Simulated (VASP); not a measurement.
# Li (Fm-3m) in VASP: further runs, part 3 of 3

VASP 6.6.1. Earlier steps stand in the parts before.

## (4) Single point, PBEsol+D4

This run uses another cell than the first one, of 18.42 Å³/atom, 1.043 times its volume.

File INCAR:

```
ALGO     = Normal         # electronic algorithm
EDIFF    = 1E-6           # SCF threshold, eV
ENCUT    = 520            # plane-wave cutoff, eV
GGA      = PS             # functional
ISIF     = 2              # what is computed and relaxed
ISMEAR   = -1             # smearing method
IVDW     = 13             # dispersion correction
LASPH    = T              # aspherical terms in the spheres
LCHARG   = F              # write CHGCAR
LREAL    = F              # projectors in reciprocal space
LWAVE    = F              # write WAVECAR
NBANDS   = 8              # bands
NELM     = 100            # most SCF steps
PREC     = Accurate       # precision mode
SIGMA    = 0.05           # smearing width, eV
```

File KPOINTS:

```
k-points
0
Gamma
  10 10 10
```

File POSCAR:

```
Li
1.0
    0.0000000000      2.0959788562      2.0959788562
    2.0959788562      0.0000000000      2.0959788562
    2.0959788562      2.0959788562      0.0000000000
Li
1
Direct
    0.0000000000      0.0000000000      0.0000000000
```

Potentials or basis: VASP PAW PBE potentials, release 64 (Li_sv).

Started as:

```bash
$ cat potpaw_PBE.64/Li_sv/POTCAR > POTCAR
$ mpirun -np 1 vasp_std > vasp.out
```

OUTCAR:

```text
EDIFF = 1E-6
   ENCUT = 520
   GGA = PS
   ISIF = 2
   ISMEAR = -1
   IVDW = 13
   LASPH = T
   LREAL = F
   NELM = 100
   PREC = Accurate

 ion  position               nearest neighbor table
   1  0.000  0.000  0.000-

  LATTYP: Found a face centered cubic cell.
 ALAT       =     4.1919577124

  Lattice vectors:

 A1 = (   0.0000000000,   2.0959788562,   2.0959788562)
 A2 = (   2.0959788562,   0.0000000000,   2.0959788562)
 A3 = (   2.0959788562,   2.0959788562,   0.0000000000)

Analysis of symmetry for initial positions (statically):
=====================================================================
 Subroutine PRICEL returns:
 Original cell was already a primitive cell.

 Routine SETGRP: Setting up the symmetry group for a
 face centered cubic supercell.

 Subroutine GETGRP returns: Found 48 space group operations
 (whereof 48 operations were pure point group operations)
 out of a pool of 48 trial point group operations.

The static configuration has the point symmetry O_h .

Analysis of symmetry for dynamics (positions and initial velocities):
=====================================================================
 Subroutine PRICEL returns:
 Original cell was already a primitive cell.

 Routine SETGRP: Setting up the symmetry group for a
 face centered cubic supercell.

 Subroutine GETGRP returns: Found 48 space group operations
 (whereof 48 operations were pure point group operations)
 out of a pool of 48 trial point group operations.

The dynamic configuration has the point symmetry O_h .

 Subroutine INISYM returns: Found 48 space group operations
 (whereof 48 operations are pure point group operations),
 and found     1 'primitive' translations

----------------------------------------------------------------------------------------

                                     Primitive cell

  volume of cell :      18.4158

  direct lattice vectors                    reciprocal lattice vectors
     0.000000000  2.095978856  2.095978856    -0.238552025  0.238552025  0.238552025
     2.095978856  0.000000000  2.095978856     0.238552025 -0.238552025  0.238552025
     2.095978856  2.095978856  0.000000000     0.238552025  0.238552025 -0.238552025

  length of vectors
     2.964161725  2.964161725  2.964161725     0.413184227  0.413184227  0.413184227

  position of ions in fractional coordinates (direct lattice)
     0.000000000  0.000000000  0.000000000

  ion indices of the primitive-cell ions
   primitive index   ion index
                 1           1

----------------------------------------------------------------------------------------

 KPOINTS: k-points

Automatic generation of k-mesh.
 Grid dimensions read from file:
 generate k-points for:   10   10   10

 Generating k-lattice:

  Cartesian coordinates                     Fractional coordinates (reciprocal lattice)
    -0.023855202  0.023855202  0.023855202     0.100000000  0.000000000  0.000000000
     0.023855202 -0.023855202  0.023855202     0.000000000  0.100000000  0.000000000
     0.023855202  0.023855202 -0.023855202     0.000000000  0.000000000  0.100000000

  Length of vectors
     0.041318423  0.041318423  0.041318423

  Shift w.r.t. Gamma in fractional coordinates (k-lattice)
     0.000000000  0.000000000  0.000000000

 Subroutine IBZKPT returns following result:
 ===========================================

 Found     47 irreducible k-points:

 Following reciprocal coordinates:
            Coordinates               Weight
  0.000000  0.000000  0.000000      1.000000
  0.100000  0.000000  0.000000      8.000000
  0.200000  0.000000  0.000000      8.000000
  0.300000  0.000000  0.000000      8.000000
  0.400000  0.000000  0.000000      8.000000
  0.500000  0.000000  0.000000      4.000000
[... 16 lines left out ...]
  0.300000  0.300000  0.000000      6.000000
  0.400000  0.300000  0.000000     24.000000
 [... further k-points ...]
   k-points           NKPTS =     47   k-points in BZ     NKDIM =     47   number of bands    NBANDS=      8
   number of dos      NEDOS =    301   number of ions     NIONS =      1
   total plane-waves  NPLWV =  13824
   dimension x,y,z NGX =    24 NGY =   24 NGZ =   24
   dimension x,y,z NGXF=    48 NGYF=   48 NGZF=   48
   ions per type =               1
   NGX,Y,Z   is equivalent  to a cutoff of  13.46, 13.46, 13.46 a.u.
   NGXF,Y,Z  is equivalent  to a cutoff of  26.92, 26.92, 26.92 a.u.
 SYSTEM =  unknown system
   PREC   = accura    normal or accurate (medium, high low for compatibility)
   ISTART =      0    job   : 0-new  1-cont  2-samecut
   ICHARG =      2    charge: 1-file 2-atom 10-const
   ISPIN  =      1    spin polarized calculation?
   LNONCOLLINEAR =      F non collinear calculations
   LSORBIT =      F    spin-orbit coupling
   LASPH  =      T    aspherical Exc in radial PAW
   ENCUT  =  520.0 eV  38.22 Ry    6.18 a.u.   5.51  5.51  5.51*2*pi/ulx,y,z
   NELM   =    100;   NELMIN=  2; NELMDL= -5     # of ELM steps
   EDIFF  = 0.1E-05   stopping-criterion for ELM
   LREAL  =      F    real-space projection
   EDIFFG = 0.1E-04   stopping-criterion for IOM
   NSW    =      0    number of steps for IOM
   IBRION =     -1    ionic relax: 0-MD 1-quasi-New 2-CG
   NFREE  =      0    steps in history (QN), initial steepest desc. (CG)
   ISIF   =      2    stress and relaxation
   ISYM   =      2    0-nonsym 1-usesym 2-fastsym
   POTIM  = 0.5000    time-step for ionic-motion
   TEBEG  =    0.0;   TEEND  =   0.0 temperature during run
   PSTRESS=    0.0 pullay stress
   NELECT =       3.0000    total number of electrons
   NUPDOWN=      -1.0000    fix difference up-down
   EMIN   =  10.00;   EMAX   =-10.00  energy-range for DOS
   EFERMI =   0.00;   METHOD = LEGACY
   ISMEAR =    -1;   SIGMA  =   0.05  broadening in eV -4-tet -1-fermi 0-gaus
   EFERMI_NEDOS =   21; number of points for ismear=-14 and -15
   IALGO  =     38    algorithm
   IMIX   =      4    mixing-type and parameters
     AMIX     =   0.40;   BMIX     =  1.00
     AMIX_MAG =   1.60;   BMIX_MAG =  1.00
  volume/ion in A,a.u.               =      18.42       124.28
  Fermi-wavevector in a.u.,A,eV,Ry     =   0.894098  1.689600 10.876645  0.799411
  Thomas-Fermi vector in A             =   2.016259
   LORBIT       =      0    0 simple, 1 ext, 2 COOP (PROOUT), +10 PAW based schemes
   GGA     = PS    functional components
   LHFCALC =     F    Hartree Fock is set to
   AEXX    =    0.0000 exact exchange contribution
   IVDW    =    13    specifies the selected vdW correction
   LEPSILON=     F    determine dielectric tensor
   LRPA    =     F    only Hartree local field effects (RPA)
 non-spin polarized calculation
  energy-cutoff  :      520.00
  volume of cell :       18.42
 maximum number of plane-waves:       531
 NGX is ok and might be reduce to    24
   NGX = 11   NGY = 11   NGZ = 11

 number of electron       3.0000003 magnetization

 Free energy of the ion-electron system (eV)
  ---------------------------------------------------
  ext. energy  EPLUGINS =         0.00000000
  ---------------------------------------------------
  free energy    TOTEN  =        -1.96070380 eV

  energy without entropy =       -1.95623538  energy(sigma->0) =       -1.95846959

 E-fermi :   0.8478     XC(G=0):  -7.2561

 val. band max:        0.8423666635   @ k =   0.5000   0.0000   0.0000
 cond. band min:       0.8995770699   @ k =   0.5000   0.3000   0.1000
 fundamental gap:      0.0572104065
 Fermi energy:         0.8478145023

 k-point     1 :       0.0000    0.0000    0.0000
  band No.  band energies     occupation
      1     -44.8503      2.00000
      2      -2.7710      2.00000
      3      16.2685      0.00000
      4      16.2685      0.00000
      5      16.2685      0.00000
      6      20.2773      0.00000
      7      20.2773      0.00000
      8      20.2773      0.00000
[... 243 lines left out ...]
 k-point    24 :       0.4000    0.3000    0.0000
  band No.  band energies     occupation
      1     -44.8201      2.00000
      2       0.4137      1.99966
      3       8.7616      0.00000
      4      10.1528      0.00000
      5      10.7814      0.00000
      6      14.4304      0.00000
      7      17.6154      0.00000
      8      27.8074      0.00000

 [... further k-points ...]

------------------------ aborting loop because EDIFF is reached ----------------------------------------

  DFT-D4 for vdW energy calculation

  Edisp (eV):   -0.01230

  FORCE on cell =-STRESS in cart. coord.  units (eV):
  Direction    XX          YY          ZZ          XY          YZ          ZX
  --------------------------------------------------------------------------------------
  -------------------------------------------------------------------------------------
  Total       0.14421     0.14421     0.14421    -0.00000    -0.00000    -0.00000
  in kB      12.54628    12.54628    12.54628    -0.00000    -0.00000    -0.00000
  external pressure =       12.55 kB  Pullay stress =        0.00 kB

 VOLUME and BASIS-vectors are now :
 -----------------------------------------------------------------------------
  energy-cutoff  :      520.00
  volume of cell :       18.42
      direct lattice vectors                 reciprocal lattice vectors
     0.000000000  2.095978856  2.095978856    -0.238552025  0.238552025  0.238552025
     2.095978856  0.000000000  2.095978856     0.238552025 -0.238552025  0.238552025
     2.095978856  2.095978856  0.000000000     0.238552025  0.238552025 -0.238552025

 POSITION                                       TOTAL-FORCE (eV/Angst)
 -----------------------------------------------------------------------------------
      0.00000      0.00000      0.00000         0.000000      0.000000     -0.000000
 -----------------------------------------------------------------------------------
    total drift:                               -0.000000     -0.000000     -0.000000

  FREE ENERGIE OF THE ION-ELECTRON SYSTEM (eV)
  ---------------------------------------------------
  free  energy   TOTEN  =        -1.9730051801 eV

  energy  without entropy=       -1.9685367574  energy(sigma->0) =       -1.97077097
```

Wall time 5.4 s (1 thread of AMD EPYC 7R13 (Zen 3), shared host); peak memory 0.1 GiB.

What came out:

```yaml
Free_energy: -1.9730 eV
Dispersion_energy_per_atom: -0.012 eV
```

Levels at points of the mesh, in eV from the Fermi level:
```
           k point  band 1  band 2  band 3  band 4  band 5  band 6
(0.00, 0.00, 0.00)  -45.70   -3.62   15.42   15.42   15.42   19.43
(0.50, 0.00, 0.00)  -45.67   -0.01    3.32   13.57   13.57   17.66
(0.50, 0.50, 0.00)  -45.66    1.66    5.12    9.05    9.05   11.32
```

Caveat: the cutoff is under 1.25 times the usual one of these potentials, so pressure, stress and relaxed cells hold a basis-set (Pulay) error; the PAW data sets were made with another functional, which shifts forces and pressure a little; pairwise dispersion overbinds metals, which lowers pressure and volume.

## (5) Single point, PBEsol+D4

This run uses another cell than the first one, of 18.79 Å³/atom, 1.064 times its volume.

File INCAR:

```
SYSTEM = Li
  ALGO = Normal
  EDIFF = 1E-6
  ENCUT = 520
  GGA = PS
  ISIF = 2
  ISMEAR = -1
  IVDW = 13
  LASPH = .TRUE.
  LCHARG = .FALSE.
  LREAL = .FALSE.
  LWAVE = .FALSE.
  NBANDS = 8
  NELM = 100
  PREC = Accurate
  SIGMA = 0.05
```

File KPOINTS:

```
k-points
0
G
  10 10 10
  0 0 0
```

File POSCAR:

```
Li
1.0
    0.0000000000      2.1101413051      2.1101413051
    2.1101413051      0.0000000000      2.1101413051
    2.1101413051      2.1101413051      0.0000000000
Li
1
Direct
    0.0000000000      0.0000000000      0.0000000000
```

Potentials or basis: VASP PAW PBE potentials, release 64 (Li_sv).

Started as:

```bash
$ cat potpaw_PBE.64/Li_sv/POTCAR > POTCAR
$ mpirun -np 1 vasp_std > vasp.out
```

OUTCAR:

```text
SYSTEM = Li
   EDIFF = 1E-6
   ENCUT = 520
   GGA = PS
   ISIF = 2
   ISMEAR = -1
   IVDW = 13
   LASPH = .TRUE.
   LREAL = .FALSE.
   NELM = 100
   PREC = Accurate

 ion  position               nearest neighbor table
   1  0.000  0.000  0.000-

  LATTYP: Found a face centered cubic cell.
 ALAT       =     4.2202826102

  Lattice vectors:

 A1 = (   0.0000000000,   2.1101413051,   2.1101413051)
 A2 = (   2.1101413051,   0.0000000000,   2.1101413051)
 A3 = (   2.1101413051,   2.1101413051,   0.0000000000)

Analysis of symmetry for initial positions (statically):
=====================================================================
 Subroutine PRICEL returns:
 Original cell was already a primitive cell.

 Routine SETGRP: Setting up the symmetry group for a
 face centered cubic supercell.

 Subroutine GETGRP returns: Found 48 space group operations
 (whereof 48 operations were pure point group operations)
 out of a pool of 48 trial point group operations.

The static configuration has the point symmetry O_h .

Analysis of symmetry for dynamics (positions and initial velocities):
=====================================================================
 Subroutine PRICEL returns:
[... 161 lines left out ...]

 k-point     1 :       0.0000    0.0000    0.0000
  band No.  band energies     occupation
      1     -44.9430      2.00000
      2      -2.8067      2.00000
      3      15.9946      0.00000
      4      15.9946      0.00000
      5      15.9946      0.00000
      6      19.9676      0.00000
      7      19.9676      0.00000
      8      19.9676      0.00000
[... 243 lines left out ...]
 k-point    24 :       0.4000    0.3000    0.0000
  band No.  band energies     occupation
      1     -44.9153      2.00000
      2       0.3539      1.99966
      3       8.6019      0.00000
      4       9.9633      0.00000
      5      10.5896      0.00000
      6      14.1918      0.00000
      7      17.2947      0.00000
      8      27.3899      0.00000

 [... further k-points ...]

------------------------ aborting loop because EDIFF is reached ----------------------------------------

  DFT-D4 for vdW energy calculation

  Edisp (eV):   -0.01205

  FORCE on cell =-STRESS in cart. coord.  units (eV):
  Direction    XX          YY          ZZ          XY          YZ          ZX
  --------------------------------------------------------------------------------------
  -------------------------------------------------------------------------------------
  Total       0.10625     0.10625     0.10625     0.00000     0.00000    -0.00000
  in kB       9.05919     9.05919     9.05919     0.00000     0.00000    -0.00000
  external pressure =        9.06 kB  Pullay stress =        0.00 kB

 VOLUME and BASIS-vectors are now :
 -----------------------------------------------------------------------------
  energy-cutoff  :      520.00
  volume of cell :       18.79
      direct lattice vectors                 reciprocal lattice vectors
     0.000000000  2.110141305  2.110141305    -0.236950956  0.236950956  0.236950956
     2.110141305  0.000000000  2.110141305     0.236950956 -0.236950956  0.236950956
     2.110141305  2.110141305  0.000000000     0.236950956  0.236950956 -0.236950956

 POSITION                                       TOTAL-FORCE (eV/Angst)
 -----------------------------------------------------------------------------------
      0.00000      0.00000      0.00000         0.000000      0.000000      0.000000
 -----------------------------------------------------------------------------------
    total drift:                               -0.000000     -0.000000     -0.000000

  FREE ENERGIE OF THE ION-ELECTRON SYSTEM (eV)
  ---------------------------------------------------
  free  energy   TOTEN  =        -1.9759028973 eV

  energy  without entropy=       -1.9714114534  energy(sigma->0) =       -1.97365718
```

stdout:

```text
POSCAR found type information on POSCAR Li
 POSCAR found :  1 types and       1 ions
 scaLAPACK will be used
 -----------------------------------------------------------------------------
|                                                                             |
|                                                                             |
|     You enforced a specific xc type in the INCAR file but a different       |
|     I HOPE YOU KNOW WHAT YOU ARE DOING!                                     |
|                                                                             |
 -----------------------------------------------------------------------------

 LDA part: xc-table for (Slater+PW92), standard interpolation
 POSCAR, INCAR and KPOINTS ok, starting setup
 FFT: planning ... GRIDC
 FFT: planning ... GRID_SOFT
 FFT: planning ... GRID
 WAVECAR not read
 entering main loop
```

It took 5.3 s on 1 thread of AMD EPYC 7R13 (Zen 3), shared host; peak memory 0.1 GiB.

Results:

* Free energy: -1.9759 eV
* Dispersion energy per atom: -0.012 eV

Caveat: the cutoff is under 1.25 times the usual one of these potentials, so pressure, stress and relaxed cells hold a basis-set (Pulay) error; the PAW data sets were made with another functional, which shifts forces and pressure a little; pairwise dispersion overbinds metals, which lowers pressure and volume.

## (6) Single point, PBEsol+D4

This run uses another cell than the first one, of 19.17 Å³/atom, 1.085 times its volume.

File INCAR:

```
SYSTEM = Li
PREC     = Accurate       ! precision mode
ENCUT    = 520            ! plane-wave cutoff, eV
EDIFF    = 1E-6           ! SCF threshold, eV
ISMEAR   = -1             ! smearing method
SIGMA    = 0.05           ! smearing width, eV
LREAL    = .False.        ! projectors in reciprocal space
LASPH    = .True.         ! aspherical terms in the spheres
NELM     = 80             ! most SCF steps
ALGO     = Fast           ! electronic algorithm
ISIF     = 2              ! what is computed and relaxed
LWAVE    = .False.        ! write WAVECAR
LCHARG   = .True.         ! write CHGCAR
GGA      = PS             ! functional
IVDW     = 13             ! dispersion correction
LELF     = .True.         ! ELF
LVHAR    = .True.       
NBANDS   = 8              ! bands
```

File KPOINTS:

```
regular mesh
0
Gamma
  10 10 10
  0 0 0
```

File POSCAR:

```
Li
1.0
    0.0000000000      2.1241161581      2.1241161581
    2.1241161581      0.0000000000      2.1241161581
    2.1241161581      2.1241161581      0.0000000000
Li
1
Direct
    0.0000000000      0.0000000000      0.0000000000
```

Potentials or basis: VASP PAW PBE potentials, release 64 (Li_sv).

Started as:

```bash
$ cat potpaw_PBE.64/Li_sv/POTCAR > POTCAR
$ mpirun -np 1 vasp_std > vasp.out
```

Wall time 6.6 s (1 thread of AMD EPYC 7R13 (Zen 3), shared host); peak memory 0.1 GiB.

Results (log left out):

```yaml
Free_energy: -1.9780 eV
Dispersion_energy_per_atom: -0.012 eV
```

Levels at points of the mesh, in eV from the Fermi level:
| k point | band 1 | band 2 | band 3 | band 4 | band 5 | band 6 |
| --- | --- | --- | --- | --- | --- | --- |
| (0.00, 0.00, 0.00) | -45.77 | -3.57 | 15.00 | 15.00 | 15.00 | 18.94 |
| (0.50, 0.00, 0.00) | -45.75 | 0.01 | 3.18 | 13.20 | 13.20 | 17.22 |
| (0.50, 0.50, 0.00) | -45.74 | 1.63 | 4.97 | 8.82 | 8.82 | 11.04 |

Caveat: the cutoff is under 1.25 times the usual one of these potentials, so pressure, stress and relaxed cells hold a basis-set (Pulay) error; the PAW data sets were made with another functional, which shifts forces and pressure a little; pairwise dispersion overbinds metals, which lowers pressure and volume.

## (7) Overview

```tsv
cell	gap on the mesh (eV)
a = 2.923 Å, angles 60.0°, 1 atom	none
a = 2.944 Å, angles 60.0°, 1 atom	none
a = 2.964 Å, angles 60.0°, 1 atom	none
a = 2.984 Å, angles 60.0°, 1 atom	none
a = 3.004 Å, angles 60.0°, 1 atom	none
```

Alike in all rows: task single point; level PBEsol+D4; potentials or basis VASP PAW PBE potentials, release 64 (Li_sv); no spin polarisation; k mesh 10 × 10 × 10; cutoff (eV) 520; smearing fermi-dirac 0.05 eV.

Caveats: the cutoff is under 1.25 times the usual one of these potentials, so pressure, stress and relaxed cells hold a basis-set (Pulay) error; the PAW data sets were made with another functional, which shifts forces and pressure a little; pairwise dispersion overbinds metals, which lowers pressure and volume.

Absolute energies hang on the potentials; compare differences alone.
